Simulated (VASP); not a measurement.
# GaN (P6_3mc) in VASP: further runs

The runs below take GaN through single point, relaxation of cell and atoms, with PBE+D3(BJ).

Everything below comes from runs of VASP 6.6.1. Logs are shortened: lines on timing, memory, paths and dates and some standing lists are left out, and cuts for length are marked.

**1. The cell of the first run**

It takes space group P6_3mc (No. 186, hexagonal). Conventional cell: a = 3.197 Å, b = 3.197 Å, c = 5.209 Å, α = 90.00°, β = 90.00°, γ = 120.00°. Within 2.6 Å of Ga (site symmetry 3m) lie 4 N at 1.95 to 1.96 Å. Within 2.6 Å of N (site symmetry 3m) lie 4 Ga at 1.95 to 1.96 Å.

**2. Single point, PBE+D3(BJ)**

INCAR reads:

```
SYSTEM = GaN
ALGO = Normal
EDIFF = 1E-6
ENCUT = 520
GGA = PE
ISIF = 2
ISMEAR = 0
IVDW = 12
LASPH = .True.
LCHARG = .False.
LREAL = .False.
LWAVE = .False.
NBANDS = 26
NELM = 60
PREC = Accurate
SIGMA = 0.02
```

KPOINTS reads:

```
k-points
0
Gamma
  12 12 6
  0 0 0
```

POSCAR reads:

```
GaN
1.0
    3.1965492016      0.0000000029      0.0000000000
   -1.5982746033      2.7682928116      0.0000000000
    0.0000000000      0.0000000000      5.2086837967
Ga N
2 2
Direct
    0.6666666667      0.3333333333      0.4991922055
    0.3333333333      0.6666666667      0.9991922055
    0.6666666667      0.3333333333      0.8758077945
    0.3333333333      0.6666666667      0.3758077945
```

Potentials or basis: VASP PAW PBE potentials, release 64 (Ga_d, N).

Run with:

```
$ cat potpaw_PBE.64/Ga_d/POTCAR potpaw_PBE.64/N/POTCAR > POTCAR
$ mpirun -np 1 vasp_std > vasp.out
```

OUTCAR:

```text
SYSTEM = GaN
   EDIFF = 1E-6
   ENCUT = 520
   GGA = PE
   ISIF = 2
   ISMEAR = 0
   IVDW = 12
   LASPH = .True.
   LREAL = .False.
   NELM = 60
   PREC = Accurate
 IVDW          = 12

 ion  position               nearest neighbor table
   1  0.667  0.333  0.499-   4 1.95   4 1.95   4 1.95   3 1.96
   2  0.333  0.667  0.999-   3 1.95   3 1.95   3 1.95   4 1.96
   3  0.667  0.333  0.876-   2 1.95   2 1.95   2 1.95   1 1.96
   4  0.333  0.667  0.376-   1 1.95   1 1.95   1 1.95   2 1.96

  LATTYP: Found a hexagonal cell.
 ALAT       =     3.1965492016
 C/A-ratio  =     1.6294708663

  Lattice vectors:

 A1 = (   3.1965492016,   0.0000000029,   0.0000000000)
 A2 = (  -1.5982746033,   2.7682928116,   0.0000000000)
 A3 = (   0.0000000000,   0.0000000000,   5.2086837967)

Analysis of symmetry for initial positions (statically):
=====================================================================
 Subroutine PRICEL returns:
 Original cell was already a primitive cell.

 Routine SETGRP: Setting up the symmetry group for a
 hexagonal supercell.

 Subroutine GETGRP returns: Found 12 space group operations
 (whereof  6 operations were pure point group operations)
 out of a pool of 24 trial point group operations.

The static configuration has the point symmetry C_3v.
 The point group associated with its full space group is C_6v.

Analysis of symmetry for dynamics (positions and initial velocities):
=====================================================================
 Subroutine PRICEL returns:
 Original cell was already a primitive cell.

 Routine SETGRP: Setting up the symmetry group for a
 hexagonal supercell.

 Subroutine GETGRP returns: Found 12 space group operations
 (whereof  6 operations were pure point group operations)
 out of a pool of 24 trial point group operations.

The dynamic configuration has the point symmetry C_3v.
 The point group associated with its full space group is C_6v.

 Subroutine INISYM returns: Found 12 space group operations
 (whereof  6 operations are pure point group operations),
 and found     1 'primitive' translations

----------------------------------------------------------------------------------------

                                     Primitive cell

[... 91 lines left out ...]
   LASPH  =      T    aspherical Exc in radial PAW
   ENCUT  =  520.0 eV  38.22 Ry    6.18 a.u.   5.94  5.94  9.68*2*pi/ulx,y,z
   NELM   =     60;   NELMIN=  2; NELMDL= -5     # of ELM steps
   EDIFF  = 0.1E-05   stopping-criterion for ELM
   LREAL  =      F    real-space projection
   EDIFFG = 0.1E-04   stopping-criterion for IOM
   NSW    =      0    number of steps for IOM
   IBRION =     -1    ionic relax: 0-MD 1-quasi-New 2-CG
   NFREE  =      0    steps in history (QN), initial steepest desc. (CG)
   ISIF   =      2    stress and relaxation
   ISYM   =      2    0-nonsym 1-usesym 2-fastsym
   POTIM  = 0.5000    time-step for ionic-motion
   TEBEG  =    0.0;   TEEND  =   0.0 temperature during run
   PSTRESS=    0.0 pullay stress
   NELECT =      36.0000    total number of electrons
   NUPDOWN=      -1.0000    fix difference up-down
   EMIN   =  10.00;   EMAX   =-10.00  energy-range for DOS
   EFERMI =   0.00;   METHOD = LEGACY
   ISMEAR =     0;   SIGMA  =   0.02  broadening in eV -4-tet -1-fermi 0-gaus
   EFERMI_NEDOS =   21; number of points for ismear=-14 and -15
   IALGO  =     38    algorithm
   IMIX   =      4    mixing-type and parameters
     AMIX     =   0.40;   BMIX     =  1.00
     AMIX_MAG =   1.60;   BMIX_MAG =  1.00
  volume/ion in A,a.u.               =      11.52        77.76
  Fermi-wavevector in a.u.,A,eV,Ry     =   1.507655  2.849054 30.926348  2.273022
  Thomas-Fermi vector in A             =   2.618212
   LORBIT       =      0    0 simple, 1 ext, 2 COOP (PROOUT), +10 PAW based schemes
   GGA     = PE    functional components
   LHFCALC =     F    Hartree Fock is set to
   AEXX    =    0.0000 exact exchange contribution
   IVDW    =    12    specifies the selected vdW correction
   LEPSILON=     F    determine dielectric tensor
   LRPA    =     F    only Hartree local field effects (RPA)
 non-spin polarized calculation
 Gauss-broadening in eV      SIGMA  =   0.02
  energy-cutoff  :      520.00
  volume of cell :       46.09
 maximum number of plane-waves:      1272
 NGX is ok and might be reduce to    24
   NGX = 11   NGY = 11   NGZ = 19

 number of electron      35.9999971 magnetization

 Free energy of the ion-electron system (eV)
  ---------------------------------------------------
  ext. energy  EPLUGINS =         0.00000000
  ---------------------------------------------------
  free energy    TOTEN  =       -24.31636494 eV

  energy without entropy =      -24.31636494  energy(sigma->0) =      -24.31636494

 E-fermi :   5.3629     XC(G=0): -11.6225

 val. band max:        5.2246092755   @ k =   0.0000   0.0000   0.0000
 cond. band min:       7.0749240524   @ k =   0.0000   0.0000   0.0000
 fundamental gap:      1.8503147768
 Fermi energy:         5.3629371192

 k-point     1 :       0.0000    0.0000    0.0000
  band No.  band energies     occupation
      1     -10.6806      2.00000
      2      -9.7896      2.00000
      3      -8.2088      2.00000
      4      -8.1936      2.00000
      5      -8.1936      2.00000
      6      -8.1341      2.00000
[... 685 lines left out ...]
     25      16.5090      0.00000
     26      18.2767      0.00000

 [... further k-points ...]

------------------------ aborting loop because EDIFF is reached ----------------------------------------

 Edisp (eV)   -1.00726

 E8    (eV) :    -0.4080

  FORCE on cell =-STRESS in cart. coord.  units (eV):
  Direction    XX          YY          ZZ          XY          YZ          ZX
  --------------------------------------------------------------------------------------
  -------------------------------------------------------------------------------------
  Total       0.02647     0.02647     0.03729     0.00000     0.00000     0.00000
  in kB       0.92008     0.92008     1.29636     0.00000     0.00000     0.00000
  external pressure =        1.05 kB  Pullay stress =        0.00 kB

 VOLUME and BASIS-vectors are now :
 -----------------------------------------------------------------------------
  energy-cutoff  :      520.00
  volume of cell :       46.09
      direct lattice vectors                 reciprocal lattice vectors
     3.196549202  0.000000003  0.000000000     0.312837356  0.180616732  0.000000000
    -1.598274603  2.768292812  0.000000000    -0.000000000  0.361233463  0.000000000
     0.000000000  0.000000000  5.208683797     0.000000000  0.000000000  0.191987081

 POSITION                                       TOTAL-FORCE (eV/Angst)
 -----------------------------------------------------------------------------------
      1.59827      0.92276      2.60013        -0.000000     -0.000000     -0.000286
     -0.00000      1.84553      5.20448         0.000000      0.000000     -0.000286
      1.59827      0.92276      4.56181         0.000000      0.000000      0.000286
     -0.00000      1.84553      1.95746        -0.000000     -0.000000      0.000286
 -----------------------------------------------------------------------------------
    total drift:                               -0.000001     -0.000001     -0.001435

  FREE ENERGIE OF THE ION-ELECTRON SYSTEM (eV)
  ---------------------------------------------------
  free  energy   TOTEN  =       -25.3236220563 eV

  energy  without entropy=      -25.3236220563  energy(sigma->0) =      -25.32362206
```

Wall time 63 s (1 thread of Intel Xeon Platinum 8259CL at 2.50GHz (Skylake/Cascade Lake), shared host); peak memory 0.22 GiB.

What came out:

| Quantity | Value |
| --- | --- |
| Free energy | -25.3236 eV |
| Pressure | 0.1 GPa |
| Band gap on the k mesh | 1.85 eV, direct |
| Dispersion energy per atom | -0.252 eV |

Levels at points of the mesh, in eV from the valence-band top:
| k point | band 14 | band 15 | band 16 | band 17 | band 18 | band 19 | band 20 | band 21 | band 22 | band 23 |
| --- | --- | --- | --- | --- | --- | --- | --- | --- | --- | --- |
| (0.00, 0.00, 0.00) | -1.02 | -1.02 | -0.04 | 0.00 | 0.00 | 1.85 | 4.20 | 9.14 | 9.85 | 9.85 |
| (0.50, 0.00, 0.00) | -5.26 | -4.16 | -2.71 | -2.17 | -0.99 | 5.04 | 5.50 | 6.02 | 8.51 | 10.29 |
| (0.00, 0.00, 0.50) | -3.83 | -0.52 | -0.52 | -0.52 | -0.52 | 4.19 | 4.19 | 8.42 | 8.42 | 10.36 |
| (0.50, 0.00, 0.50) | -6.55 | -1.92 | -1.92 | -1.87 | -1.87 | 4.37 | 4.37 | 7.70 | 7.70 | 9.91 |

PBE gaps usually lie below the measured ones, often by a third to a half.

**3. Relaxation of cell and atoms, PBE+D3(BJ)**

This run uses another cell than the first one, of 11.43 Å³/atom, 0.992 times its volume.

INCAR reads:

```
PREC = Accurate
ENCUT = 600
EDIFF = 1E-7
ISMEAR = 0
SIGMA = 0.02
LREAL = False
LASPH = True
NELM = 80
ALGO = Normal
ISIF = 3
LWAVE = False
LCHARG = False
GGA = PE
IVDW = 12
IBRION = 2
NSW = 100
EDIFFG = -0.01
```

KPOINTS reads:

```
Automatic mesh
0
Gamma
  12 12 6
```

POSCAR reads:

```
GaN
1.0
    3.1889305100      0.0000000000      0.0000000000
   -1.5944652600      2.7616946700      0.0000000000
    0.0000000000      0.0000000000      5.1923570600
Ga N
2 2
Direct
    0.6666666900      0.3333333400      0.4990837000
    0.3333333400      0.6666666900      0.9990837000
    0.6666666900      0.3333333400      0.8759163000
    0.3333333400      0.6666666900      0.3759163000
```

Potentials or basis: VASP PAW PBE potentials, release 64 (Ga_d, N).

Run with:

```
$ cat potpaw_PBE.64/Ga_d/POTCAR potpaw_PBE.64/N/POTCAR > POTCAR
$ mpirun -np 1 vasp_std > vasp.out
```

Wall time 7.6 min (1 thread of AMD EPYC 7R13, shared host); peak memory 0.22 GiB.

The run converged. Its results:

- Free energy: -25.3261 eV
- Relaxed volume: 11.52 Å³/atom
- Relaxed cell: a = 3.197 Å, b = 3.197 Å, c = 5.207 Å, α = 90.00°, β = 90.00°, γ = 120.00°
- Space group after relaxing (to 0.05 Å): P6_3mc (No. 186)
- Energy gained by relaxing: 0.4 meV/atom
- Ionic steps: 3
- Pressure after relaxing: 0.0 GPa
- Largest force after relaxing: 0.005 eV/Å
- Band gap on the k mesh: 1.85 eV, direct
- Dispersion energy per atom: -0.252 eV

Forces on the atoms (eV/Å):
```
Ga   0.000  0.000  0.005
Ga   0.000  0.000  0.005
N    0.000  0.000 -0.005
N    0.000  0.000 -0.005
```

Stress tensor (GPa, compression positive):
```
-0.04  0.00  0.00
 0.00 -0.04  0.00
 0.00  0.00  0.07
```

The path:
```tsv
step	energy change (eV)	largest force (eV/Å)	pressure (GPa)	volume (Å³)
1	0.0000	0.0066	1.36	45.73
2	-0.0004	0.0034	-1.15	46.37
3	-0.0015	0.0049	0.00	46.07
```

Final structure:
```xyz
4
Lattice="3.1965 0.0000 0.0000 -1.5983 2.7683 0.0000 0.0000 0.0000 5.2066" Properties=species:S:1:pos:R:3 pbc="T T T"
Ga    1.5983    0.9228    2.5987
Ga    0.0000    1.8455    5.2020
N     1.5983    0.9228    4.5604
N     0.0000    1.8455    1.9571
```

Levels at points of the mesh, in eV from the valence-band top:
```
           k point  band 14  band 15  band 16  band 17  band 18  band 19  band 20  band 21  band 22
(0.00, 0.00, 0.00)    -1.02    -1.02    -0.04     0.00     0.00     1.85     4.20     9.14     9.85
(0.50, 0.00, 0.00)    -5.26    -4.16    -2.71    -2.17    -0.99     5.04     5.51     6.03     8.52
(0.00, 0.00, 0.50)    -3.83    -0.52    -0.52    -0.52    -0.52     4.19     4.19     8.42     8.42
(0.50, 0.00, 0.50)    -6.55    -1.92    -1.92    -1.87    -1.87     4.38     4.38     7.71     7.71
```
